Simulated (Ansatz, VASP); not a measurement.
Sn in VASP and in Ansatz

```
Sn
1.0
     0.00000    3.23334    3.23334
     3.23334    0.00000    3.23334
     3.23334    3.23334    0.00000
Sn
2
Cartesian
  3.2333 3.2333 3.2333
  4.8500 4.8500 4.8500
```

Alike in both runs: task relaxation of cell and atoms; functional LDA; k mesh 10 × 10 × 10; occupations fermi-dirac, width 0.1 eV; no spin polarisation.

|  | VASP | Ansatz |
| --- | --- | --- |
| version | VASP 6.6.1 | Ansatz 0.2.0 |
| potentials or method | VASP PAW LDA potentials, release 64 (Sn_d) | PAW with Ansatz's default frozen-core files, scalar-relativistic |
| plane-wave cutoff (eV) | 600 | 420 |
| valence electrons in the cell | 28 | 28 |

```csv
,VASP,Ansatz,Ansatz less VASP
relaxed volume (Å³/atom),33.98,33.94,-0.036
relaxed cell length with the largest relative difference (Å),4.580,4.579,-0.0016
```

LDA's correlation is that of Perdew and Zunger in VASP and of Perdew and Wang (1992) in Ansatz.
